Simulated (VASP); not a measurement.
Crystal: ScZnC4N4.

```
Sc Zn C N
1.0
     6.00387    0.00000    0.00000
     0.00000    6.00387    0.00000
     0.00000    0.00000    6.00387
Sc Zn C N
1 1 4 4
Direct
  0.00000 0.00000 0.00000
  0.50000 0.50000 0.50000
  0.19444 0.19444 0.19444
  0.19444 0.80556 0.80556
  0.80556 0.19444 0.80556
  0.80556 0.80556 0.19444
  0.30695 0.30695 0.30695
  0.30695 0.69305 0.69305
  0.69305 0.30695 0.69305
  0.69305 0.69305 0.30695
```

```yaml
Program: VASP 6.6.1
Task: relaxation of cell and atoms
Functional: PBE
Potentials_or_basis: VASP PAW PBE potentials, release 64 (Sc_sv, Zn, C, N)
Cutoff: 600 eV
k_mesh: 4 × 4 × 4
Occupations: gaussian, width 0.1 eV
Spin: no spin polarisation
```

At the start: pressure 6.7 GPa; volume 21.64 Å³/atom.

**Question.** Where does the relaxation end?

**Answer.** Over 9 steps the energy falls by 143.9 meV/atom and the volume is 24.25 Å³/atom (+12.1 %); space group P-43m (No. 215, to 0.1 Å) before and after.

Step by step:
```csv
step,energy change (eV),largest force (eV/Å),pressure (GPa),volume (Å³)
1,0.0000,2.5377,6.65,216.42
2,-1.2434,2.9046,1.67,245.80
3,-1.2443,2.9803,1.55,247.08
4,0.7601,8.3039,-9.90,268.60
5,-1.3628,0.6053,-1.38,250.72
6,-1.3640,0.4040,-1.14,250.40
7,-1.3640,0.3629,-1.10,250.33
8,-1.3978,0.2731,-0.81,248.36
9,-1.4390,0.0069,0.18,242.51
```

Final structure:
```
CELL_PARAMETERS angstrom
6.23606 0.00000 0.00000
0.00000 6.23606 0.00000
0.00000 0.00000 6.23606
ATOMIC_POSITIONS crystal
Sc 0.00000 0.00000 0.00000
Zn 0.50000 0.50000 0.50000
C 0.20977 0.20977 0.20977
C 0.20977 0.79023 0.79023
C 0.79023 0.20977 0.79023
C 0.79023 0.79023 0.20977
N 0.31837 0.31837 0.31837
N 0.31837 0.68163 0.68163
N 0.68163 0.31837 0.68163
N 0.68163 0.68163 0.31837
```

Caveat: an odd number of electrons without spin polarisation forces a metal; a magnetic or distorted state may lie lower.
